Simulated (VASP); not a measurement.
Runs of VASP 6.6.1 on Si3Mo. The structure is that of space group P-6m2 (No. 187), or close to it. The cells are those of the table. 

```tsv
task	spin	cell	k mesh	cutoff (eV)	gap on the mesh (eV)	pressure (GPa)	largest force (eV/Å)
relaxation of cell and atoms	off	relaxed from a = 2.645, b = 2.645, c = 9.503 Å, angles 90.0, 90.0, 120.0°, 4 atoms	6 × 6 × 2	600	none	0.1	0.01
single point	off	a = 2.987, b = 2.987, c = 7.721 Å, angles 90.0, 90.0, 120.0°, 4 atoms	6 × 6 × 2	520	none	0.1	0.04
single point	off	a = 2.645, b = 2.645, c = 9.503 Å, angles 90.0, 90.0, 120.0°, 4 atoms	6 × 6 × 2	520	none	2.7	(a)
single point	collinear, ferromagnetic start	a = 2.987, b = 2.987, c = 7.721 Å, angles 90.0, 90.0, 120.0°, 4 atoms	6 × 6 × 2	520	none	0.1	0.04
single point	off	a = 2.982, b = 2.982, c = 7.759 Å, angles 90.0, 90.0, 120.0°, 4 atoms	18 × 18 × 6	520	none	0.1	0.02
```

Alike in all rows: level PBE; potentials or basis VASP PAW PBE potentials, release 64 (Si, Mo_sv); smearing gaussian 0.1 eV.

Question: Fill in the values left out.

Answer: (a) 0.70.

Caveats: some runs use coarse meshes.

A k mesh can miss the band edges, and the runs leave out spin-orbit coupling on Mo.

A gap of «none» marks levels without a gap at the run's occupations.
